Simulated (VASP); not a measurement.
Wanted: the native input for a VASP 6.6.1 run.

```
Task                   : single point
Functional             : PBEsol
Dispersion             : D3(BJ)
Potentials or basis    : VASP PAW PBE potentials, release 64 (C)
Cutoff                 : 520 eV
k mesh                 : 15 × 15 × 15
Occupations            : gaussian, width 0.05 eV
Spin                   : no spin polarisation
Dipole correction      : no
Further INCAR settings : ALGO = Normal; EDIFF = 1e-07; NBANDS = 11
```

The structure of C lies in POSCAR:

```
C
1.0
    1.2290461105      0.7095901028      3.2829684898
   -1.2290461105      0.7095901028      3.2829684898
    0.0000000000     -1.4191802055      3.2829684898
C
2
Direct
    0.1522403266      0.1522403266      0.1663329697
    0.8477596734      0.8477596734      0.8336670303
```

This cell differs from its parent crystal: atoms displaced along a vibrational mode.

One way to write it, as run:

INCAR

```
SYSTEM = C
PREC = Accurate
ENCUT = 520
EDIFF = 1E-7
ISMEAR = 0
SIGMA = 0.05
LREAL = .False.
LASPH = .True.
NELM = 80
ALGO = Normal
ISIF = 2
LWAVE = .False.
LCHARG = .False.
GGA = PS
IVDW = 12
NBANDS = 11
```

KPOINTS

```
Automatic mesh
0
Gamma
  15 15 15
  0 0 0
```

Potentials or basis: VASP PAW PBE potentials, release 64 (C).

Command:

```sh
$ cat potpaw_PBE.64/C/POTCAR > POTCAR
$ mpirun -np 1 vasp_std > vasp.out
```

Results of the run:

- Pressure: -1.0 GPa
- Largest force: 3.769 eV/Å
- Dispersion energy per atom: -0.113 eV

Caveat: the cell differs from its parent crystal (atoms displaced along a vibrational mode); the PAW data sets were made with another functional, which shifts forces and pressure a little.

Run time: 6.5 min on 1 thread of AMD EPYC 7R13, with other jobs on the host, peak memory 0.25 GiB.
